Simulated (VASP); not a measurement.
# BaTiO3 (P4mm) in VASP: further runs

The runs below take BaTiO3 through single point, with r2SCAN.

Everything below comes from runs of VASP 6.6.1. Logs are shortened: lines on timing, memory, paths and dates and some standing lists are left out, and cuts for length are marked.

## Step 1: The cell of the first run

The structure is tetragonal, space group P4mm (No. 99). Conventional cell: a = 4.051 Å, b = 4.051 Å, c = 4.195 Å, α = 90.00°, β = 90.00°, γ = 90.00°. Ba (site symmetry 4mm) has 12 O at 2.83 to 3.01 Å and 8 Ti at 3.51 to 3.60 Å within 3.7 Å. Within 2.5 Å of Ti (site symmetry 4mm) lie 6 O at 1.79 to 2.40 Å. O (site symmetry 2mm) has 2 Ti at 2.04 Å within 2.7 Å. Within 2.5 Å of O (site symmetry 4mm) lie 2 Ti at 1.79 to 2.40 Å.

## Step 2: Single point, r2SCAN, non-collinear spin, zero start, spin-orbit coupling (strain +2.0%)

Input file POSCAR:

```
BaTiO3
1.0
    4.0514814922      0.0000000000      0.0000000000
    0.0000000000      4.0514814922      0.0000000000
    0.0000000000      0.0000000000      4.1952456407
Ba Ti O
1 1 3
Direct
    0.5000000000      0.5000000000      0.5909419851
    0.0000000000      0.0000000000      0.1087880958
    0.0000000000      0.5000000000      0.0618146036
    0.5000000000      0.0000000000      0.0618146036
    0.0000000000      0.0000000000      0.5366377018
```

Input file INCAR.step1:

```
SYSTEM = BaTiO3
PREC     = Accurate       ! precision mode
ENCUT    = 520            ! plane-wave cutoff, eV
ISMEAR   = 0              ! smearing method
SIGMA    = 0.01           ! smearing width, eV
LREAL    = .False.        ! projectors in reciprocal space
LASPH    = .True.         ! aspherical terms in the spheres
NELM     = 150            ! most SCF steps
MAGMOM   = 0 0 0 0 0 0 0 0 0 0 0 0 0 0 0 ! initial moments
LSORBIT  = .True.         ! spin-orbit coupling
GGA_COMPAT= .False.      
LMAXMIX  = 4              ! l up to which the mixer works
NBANDS   = 55             ! bands
GGA      = PE             ! functional
ALGO     = Normal         ! electronic algorithm
EDIFF    = 1E-4           ! SCF threshold, eV
LWAVE    = .True.         ! write WAVECAR
LCHARG   = .False.        ! write CHGCAR
```

Input file INCAR.step2:

```
SYSTEM = BaTiO3
PREC     = Accurate       ! precision mode
ENCUT    = 520            ! plane-wave cutoff, eV
EDIFF    = 1E-6           ! SCF threshold, eV
ISMEAR   = 0              ! smearing method
SIGMA    = 0.01           ! smearing width, eV
LREAL    = .False.        ! projectors in reciprocal space
LASPH    = .True.         ! aspherical terms in the spheres
NELM     = 150            ! most SCF steps
ALGO     = Normal         ! electronic algorithm
ISIF     = 2              ! what is computed and relaxed
LWAVE    = .False.        ! write WAVECAR
LCHARG   = .False.        ! write CHGCAR
MAGMOM   = 0 0 0 0 0 0 0 0 0 0 0 0 0 0 0 ! initial moments
LORBIT   = 11             ! projections on sites
LSORBIT  = .True.         ! spin-orbit coupling
GGA_COMPAT= .False.      
LORBMOM  = .True.       
LMAXMIX  = 4              ! l up to which the mixer works
METAGGA  = R2SCAN         ! meta-GGA
LMIXTAU  = .True.       
NBANDS   = 55             ! bands
ISTART   = 1
```

Input file KPOINTS:

```
Automatic mesh
0
Gamma
  6 6 6
  0 0 0
```

Potentials or basis: VASP PAW PBE potentials, release 64 (Ba_sv, Ti_sv, O).

The run is started by

```sh
cat potpaw_PBE.64/Ba_sv/POTCAR potpaw_PBE.64/Ti_sv/POTCAR potpaw_PBE.64/O/POTCAR > POTCAR
cp INCAR.step1 INCAR
mpirun -np 1 vasp_ncl > vasp.out
cp INCAR.step2 INCAR
mpirun -np 1 vasp_ncl > vasp.out
```

OUTCAR:

```text
SYSTEM = BaTiO3
   PREC = Accurate
   ENCUT = 520
   EDIFF = 1E-6
   ISMEAR = 0
   LREAL = .False.
   LASPH = .True.
   NELM = 150
   ISIF = 2
   LORBIT = 11
   LSORBIT = .True.
   METAGGA = R2SCAN
   ISTART = 1

 ion  position               nearest neighbor table
   1  0.500  0.500  0.591-   3 2.83   4 2.83   4 2.83   3 2.83   5 2.87   5 2.87   5 2.87   5 2.87
                             3 3.01   4 3.01   3 3.01   4 3.01   2 3.51   2 3.51   2 3.51   2 3.51
   2  0.000  0.000  0.109-   5 1.79   4 2.04   3 2.04   3 2.04   4 2.04   5 2.40   1 3.51   1 3.51
                             1 3.51   1 3.51   1 3.60   1 3.60   1 3.60   1 3.60
   3  0.000  0.500  0.062-   2 2.04   2 2.04   1 2.83   1 2.83   1 3.01   1 3.01
   4  0.500  0.000  0.062-   2 2.04   2 2.04   1 2.83   1 2.83   1 3.01   1 3.01
   5  0.000  0.000  0.537-   2 1.79   2 2.40   1 2.87   1 2.87   1 2.87   1 2.87

  LATTYP: Found a simple tetragonal cell.
 ALAT       =     4.0514814922
 C/A-ratio  =     1.0354843404

  Lattice vectors:

 A1 = (   4.0514814922,   0.0000000000,   0.0000000000)
 A2 = (   0.0000000000,   4.0514814922,   0.0000000000)
 A3 = (   0.0000000000,   0.0000000000,   4.1952456407)

Analysis of symmetry for initial positions (statically):
=====================================================================
 Subroutine PRICEL returns:
 Original cell was already a primitive cell.

 Routine SETGRP: Setting up the symmetry group for a
 simple tetragonal supercell.

 Subroutine GETGRP returns: Found  8 space group operations
 (whereof  8 operations were pure point group operations)
 out of a pool of 16 trial point group operations.

The static configuration has the point symmetry C_4v.

Analysis of symmetry for dynamics (positions and initial velocities):
=====================================================================
 Subroutine PRICEL returns:
 Original cell was already a primitive cell.

 Routine SETGRP: Setting up the symmetry group for a
 simple tetragonal supercell.

 Subroutine GETGRP returns: Found  8 space group operations
 (whereof  8 operations were pure point group operations)
 out of a pool of 16 trial point group operations.

The dynamic configuration has the point symmetry C_4v.

Analysis of structural, dynamic, and magnetic symmetry:
=====================================================================
 Subroutine PRICEL returns:
 Original cell was already a primitive cell.

 Routine SETGRP: Setting up the symmetry group for a
 simple tetragonal supercell.

 Subroutine GETGRP returns: Found  8 space group operations
 (whereof  8 operations were pure point group operations)
 out of a pool of 16 trial point group operations.

The overall configuration has the point symmetry C_4v.

 Subroutine INISYM returns: Found  8 space group operations
 (whereof  8 operations are pure point group operations),
 and found     1 'primitive' translations

----------------------------------------------------------------------------------------

                                     Primitive cell

  volume of cell :      68.8629

  direct lattice vectors                    reciprocal lattice vectors
     4.051481492  0.000000000  0.000000000     0.246823292  0.000000000  0.000000000
     0.000000000  4.051481492  0.000000000     0.000000000  0.246823292  0.000000000
     0.000000000  0.000000000  4.195245641     0.000000000  0.000000000  0.238365065

  length of vectors
     4.051481492  4.051481492  4.195245641     0.246823292  0.246823292  0.238365065

  position of ions in fractional coordinates (direct lattice)
     0.500000000  0.500000000  0.590941985
     0.000000000  0.000000000  0.108788096
     0.000000000  0.500000000  0.061814604
     0.500000000  0.000000000  0.061814604
     0.000000000  0.000000000  0.536637702

  ion indices of the primitive-cell ions
   primitive index   ion index
                 1           1
                 2           2
                 3           3
                 4           4
                 5           5

----------------------------------------------------------------------------------------

 KPOINTS: Automatic mesh
[... 108 lines left out ...]

 Free energy of the ion-electron system (eV)
  ---------------------------------------------------
  ext. energy  EPLUGINS =         0.00000000
  ---------------------------------------------------
  free energy    TOTEN  =       -74.38483293 eV

  energy without entropy =      -74.38483293  energy(sigma->0) =      -74.38483293

 E-fermi :   3.3129     XC(G=0): -11.4894

 val. band max:        3.2044714587   @ k =   0.5000   0.5000   0.5000
 cond. band min:       5.3312401302   @ k =   0.0000   0.0000   0.0000
 fundamental gap:      2.1267686715
 Fermi energy:         3.3129383785

 k-point     1 :       0.0000    0.0000    0.0000
  band No.  band energies     occupation
      1     -55.7710      1.00000
      2     -55.7710      1.00000
      3     -31.3973      1.00000
      4     -31.3973      1.00000
      5     -30.7832      1.00000
      6     -30.7832      1.00000
[... 1309 lines left out ...]
     51      10.8774      0.00000
     52      10.8951      0.00000

 [... further k-points ...]

 [bands above 52 left out]

------------------------ aborting loop because EDIFF is reached ----------------------------------------

  FORCE on cell =-STRESS in cart. coord.  units (eV):
  Direction    XX          YY          ZZ          XY          YZ          ZX
  --------------------------------------------------------------------------------------
  -------------------------------------------------------------------------------------
  Total       -3.0376009     -3.0376009     -1.3349904      0.0000000      0.0000000      0.0000000
  in kB      -70.6734312    -70.6734312    -31.0601545      0.0000000      0.0000000      0.0000000
  external PRESSURE =     -57.4690056 kB  Pullay stress =       0.0000000 kB

 VOLUME and BASIS-vectors are now :
 -----------------------------------------------------------------------------
  energy-cutoff  :      520.00
  volume of cell :       68.86
      direct lattice vectors                 reciprocal lattice vectors
     4.051481492  0.000000000  0.000000000     0.246823292  0.000000000  0.000000000
     0.000000000  4.051481492  0.000000000     0.000000000  0.246823292  0.000000000
     0.000000000  0.000000000  4.195245641     0.000000000  0.000000000  0.238365065

 POSITION                                       TOTAL-FORCE (eV/Angst)
 -----------------------------------------------------------------------------------
      2.02574      2.02574      2.47915         0.000000      0.000000     -0.033867
      0.00000      0.00000      0.45639        -0.000000      0.000000     -0.210049
      0.00000      2.02574      0.25933        -0.000000     -0.000000      0.020275
      2.02574      0.00000      0.25933        -0.000000      0.000000      0.020275
      0.00000      0.00000      2.25133        -0.000000      0.000000      0.203366
 -----------------------------------------------------------------------------------
    total drift:                               -0.000000     -0.000000     -0.003661

  FREE ENERGIE OF THE ION-ELECTRON SYSTEM (eV)
  ---------------------------------------------------
  free  energy   TOTEN  =       -74.3848329302 eV

  energy  without entropy=      -74.3848329302  energy(sigma->0) =      -74.38483293

 orbital moment (x)

 # of ion     p       d       tot
 ----------------------------------------
  1         0.000   0.000   0.000
  2        -0.000   0.000   0.000
  3        -0.000   0.000  -0.000
  4         0.000   0.000   0.000
  5        -0.000   0.000  -0.000
 ----------------------------------------
           -0.000   0.000   0.000

 orbital moment (y)

 # of ion     p       d       tot
 ----------------------------------------
  1         0.000  -0.000  -0.000
  2        -0.000  -0.000  -0.000
  3         0.000   0.000   0.000
  4         0.000   0.000   0.000
  5        -0.000   0.000  -0.000
 ----------------------------------------
            0.000  -0.000  -0.000

 orbital moment (z)

 # of ion     p       d       tot
 ----------------------------------------
  1         0.000   0.000   0.000
  2         0.000   0.000   0.000
  3         0.000   0.000   0.000
  4         0.000   0.000   0.000
  5         0.000   0.000   0.000
 ----------------------------------------
            0.000   0.000   0.000

 Spin-Orbit-Coupling matrix elements

 Ion:    1  E_soc:     -0.3621449
 l=   1
     0.0000000    -0.0602215    -0.0602548
    -0.0602215     0.0000000    -0.0602215
    -0.0602548    -0.0602215     0.0000000
 l=   2
     0.0000000    -0.0000281     0.0000000    -0.0000281    -0.0000948
    -0.0000281     0.0000000    -0.0000724    -0.0000285    -0.0000252
     0.0000000    -0.0000724     0.0000000    -0.0000724     0.0000000
    -0.0000281    -0.0000285    -0.0000724     0.0000000    -0.0000252
    -0.0000948    -0.0000252     0.0000000    -0.0000252     0.0000000
 l=   3
     0.0000000     0.0000000     0.0000000     0.0000000     0.0000000     0.0000000     0.0000000
     0.0000000     0.0000000     0.0000000     0.0000000     0.0000000     0.0000000     0.0000000
     0.0000000     0.0000000     0.0000000     0.0000000     0.0000000     0.0000000     0.0000000
     0.0000000     0.0000000     0.0000000     0.0000000     0.0000000     0.0000000     0.0000000
[... 69 lines left out ...]
 l=   2
     0.0000000     0.0000000     0.0000000     0.0000000     0.0000000
     0.0000000     0.0000000     0.0000000     0.0000000     0.0000000
     0.0000000     0.0000000     0.0000000     0.0000000     0.0000000
     0.0000000     0.0000000     0.0000000     0.0000000     0.0000000
     0.0000000     0.0000000     0.0000000     0.0000000     0.0000000
 l=   3
     0.0000000     0.0000000     0.0000000     0.0000000     0.0000000     0.0000000     0.0000000
     0.0000000     0.0000000     0.0000000     0.0000000     0.0000000     0.0000000     0.0000000
     0.0000000     0.0000000     0.0000000     0.0000000     0.0000000     0.0000000     0.0000000
     0.0000000     0.0000000     0.0000000     0.0000000     0.0000000     0.0000000     0.0000000
     0.0000000     0.0000000     0.0000000     0.0000000     0.0000000     0.0000000     0.0000000
     0.0000000     0.0000000     0.0000000     0.0000000     0.0000000     0.0000000     0.0000000
     0.0000000     0.0000000     0.0000000     0.0000000     0.0000000     0.0000000     0.0000000

 total charge

# of ion       s       p       d       tot
------------------------------------------
    1        2.013   5.655   0.264   7.933
    2        2.209   6.245   1.690  10.144
    3        1.564   3.473   0.000   5.037
    4        1.564   3.473   0.000   5.037
    5        1.575   3.479   0.000   5.054
--------------------------------------------------
tot          8.925  22.326   1.954  33.205

 magnetization (x)

# of ion       s       p       d       tot
------------------------------------------
    1        0.000  -0.000   0.000  -0.000
    2        0.000   0.000   0.000   0.000
    3        0.000   0.000   0.000   0.000
    4        0.000  -0.000   0.000   0.000
    5        0.000   0.000   0.000   0.000
--------------------------------------------------
tot          0.000  -0.000   0.000  -0.000

 magnetization (y)

# of ion       s       p       d       tot
------------------------------------------
    1       -0.000  -0.000   0.000  -0.000
    2        0.000   0.000   0.000   0.000
    3        0.000   0.000   0.000   0.000
    4        0.000   0.000   0.000   0.000
    5        0.000  -0.000   0.000  -0.000
--------------------------------------------------
tot         -0.000  -0.000   0.000  -0.000

 magnetization (z)

# of ion       s       p       d       tot
------------------------------------------
    1        0.000  -0.000   0.000  -0.000
    2        0.000   0.000   0.000   0.000
    3        0.000   0.000   0.000   0.000
    4        0.000   0.000   0.000   0.000
    5       -0.000   0.000   0.000   0.000
--------------------------------------------------
tot          0.000   0.000   0.000   0.000
```

Run time: 51 min. Hardware: 1 thread of Oxide Virtual Turin-like, shared host; peak memory 0.53 GiB.

What came out:

```
Free energy                                           : -74.3848 eV
Pressure                                              : -5.7 GPa
Largest force                                         : 0.210 eV/Å
Net moment                                            : 0.00 μB per cell
Valence electrons inside the program's atomic spheres : Ba 7.93; Ti 10.14; O 5.04, 5.05 (each value once)
```

Forces on the atoms (eV/Å):
```
Ba   0.000  0.000 -0.034
Ti   0.000  0.000 -0.210
O    0.000  0.000  0.020
O    0.000  0.000  0.020
O    0.000  0.000  0.203
```

Moments on the atoms (μB; x, y, z):
```
Ba  0.00 0.00 0.00
Ti  0.00 0.00 0.00
O   0.00 0.00 0.00
O   0.00 0.00 0.00
O   0.00 0.00 0.00
```

Caveat: the cell differs from its parent crystal (strain +2.0%); the cell stands under tension; the PAW data sets were made with another functional, which shifts forces and pressure a little.

## Step 3: Single point, r2SCAN, non-collinear spin, zero start, spin-orbit coupling

This run uses another cell than the first one, of 12.98 Å³/atom.

Input file POSCAR:

```
BaTiO3
1.0
    3.9720406786      0.0000000000      0.0000000000
    0.0000000000      3.9720406786      0.0000000000
    0.0000000000      0.0000000000      4.1129859223
Ba Ti O
1 1 3
Direct
    0.5000000000      0.5000000000      0.5850376240
    0.0000000000      0.0000000000      0.1031585467
    0.0000000000      0.5000000000      0.0629149697
    0.5000000000      0.0000000000      0.0629149697
    0.0000000000      0.0000000000      0.5459708799
```

Input file INCAR.step1:

```
SYSTEM = BaTiO3
ALGO     = Normal         ! electronic algorithm
EDIFF    = 1E-4           ! SCF threshold, eV
ENCUT    = 520            ! plane-wave cutoff, eV
GGA      = PE             ! functional
GGA_COMPAT= .FALSE.      
ISMEAR   = 0              ! smearing method
LASPH    = .TRUE.         ! aspherical terms in the spheres
LCHARG   = .FALSE.        ! write CHGCAR
LMAXMIX  = 4              ! l up to which the mixer works
LREAL    = .FALSE.        ! projectors in reciprocal space
LSORBIT  = .TRUE.         ! spin-orbit coupling
LWAVE    = .TRUE.         ! write WAVECAR
MAGMOM   = 0 0 0 0 0 0 0 0 0 0 0 0 0 0 0 ! initial moments
NBANDS   = 55             ! bands
NELM     = 150            ! most SCF steps
PREC     = Accurate       ! precision mode
SIGMA    = 0.01           ! smearing width, eV
```

Input file INCAR.step2:

```
SYSTEM = BaTiO3
ALGO     = Normal         ! electronic algorithm
EDIFF    = 1E-6           ! SCF threshold, eV
ENCUT    = 520            ! plane-wave cutoff, eV
GGA_COMPAT= .FALSE.      
ISIF     = 2              ! what is computed and relaxed
ISMEAR   = 0              ! smearing method
ISTART   = 1            
LASPH    = .TRUE.         ! aspherical terms in the spheres
LCHARG   = .FALSE.        ! write CHGCAR
LMAXMIX  = 4              ! l up to which the mixer works
LMIXTAU  = .TRUE.       
LORBIT   = 11             ! projections on sites
LORBMOM  = .TRUE.       
LREAL    = .FALSE.        ! projectors in reciprocal space
LSORBIT  = .TRUE.         ! spin-orbit coupling
LWAVE    = .FALSE.        ! write WAVECAR
MAGMOM   = 0 0 0 0 0 0 0 0 0 0 0 0 0 0 0 ! initial moments
METAGGA  = R2SCAN         ! meta-GGA
NBANDS   = 55             ! bands
NELM     = 150            ! most SCF steps
PREC     = Accurate       ! precision mode
SIGMA    = 0.01           ! smearing width, eV
```

Input file KPOINTS:

```
k-points
0
G
  6 6 6
  0 0 0
```

Potentials or basis: VASP PAW PBE potentials, release 64 (Ba_sv, Ti_sv, O).

The run is started by

```sh
cat potpaw_PBE.64/Ba_sv/POTCAR potpaw_PBE.64/Ti_sv/POTCAR potpaw_PBE.64/O/POTCAR > POTCAR
cp INCAR.step1 INCAR
mpirun -np 1 vasp_ncl > vasp.out
cp INCAR.step2 INCAR
mpirun -np 1 vasp_ncl > vasp.out
```

Run time: 43 min. Hardware: 1 thread of Oxide Virtual Turin-like, shared host; peak memory 0.51 GiB.

It converged, with:

```
Free energy                                           : -74.4452 eV
Pressure                                              : 1.9 GPa
Largest force                                         : 0.166 eV/Å
Net moment                                            : 0.00 μB per cell
Valence electrons inside the program's atomic spheres : Ba 7.98; Ti 10.20; O 5.07
```

Forces on the atoms (eV/Å):
```
Ba   0.000  0.000 -0.029
Ti   0.000  0.000 -0.166
O    0.000  0.000  0.017
O    0.000  0.000  0.017
O    0.000  0.000  0.161
```

Stress tensor (GPa, compression positive):
```
1.88 0.00 0.00
0.00 1.88 0.00
0.00 0.00 2.05
```

Moments on the atoms (μB; x, y, z):
```
Ba  0.00 0.00 0.00
Ti  0.00 0.00 0.00
O   0.00 0.00 0.00
O   0.00 0.00 0.00
O   0.00 0.00 0.00
```

Caveat: the PAW data sets were made with another functional, which shifts forces and pressure a little.
